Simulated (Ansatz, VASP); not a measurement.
## NaH4: VASP beside Ansatz

```
Na H
1.0
     3.21367    0.00000    0.00000
     0.00000    3.45037    2.09089
     0.00000   -3.45037    2.09089
Na H
1 4
Direct
  0.50000 0.68787 0.68787
  0.50000 0.24325 0.13355
  0.50000 0.13355 0.24325
  0.00000 0.17711 0.67946
  0.00000 0.67946 0.17711
```

Alike in both runs: functional PBE; k mesh 6 × 4 × 4; occupations gaussian, width 0.1 eV; no spin polarisation.

Ansatz relaxed the structure, and its values are those at the end. VASP's run is a single point on that final structure, the one shown.

|  | VASP | Ansatz |
| --- | --- | --- |
| version | VASP 6.6.1 | Ansatz 0.2.0 |
| potentials or method | VASP PAW PBE potentials, release 64 (Na_pv, H), cutoff 520 eV | scalar-relativistic, plane waves, PAW |
| valence electrons in the cell | 11 | 13 |

VASP gave:

- gap on the k mesh at the Fermi level (eV): none
- pressure (GPa): 0.0
- rms of the force components (eV/Å): 0.003

Estimate Ansatz's values.

gap on the k mesh at the Fermi level (eV): none; pressure (GPa): 0.1; rms of the force components (eV/Å): 0.002.

A gap of «none» marks a metal or a gap that the smearing closes. VASP's potentials hold 11 valence electrons a cell and Ansatz's 13, so a difference there can come from the potentials and not from the codes.

The k mesh is coarse, so the values compare programs but aren't converged.
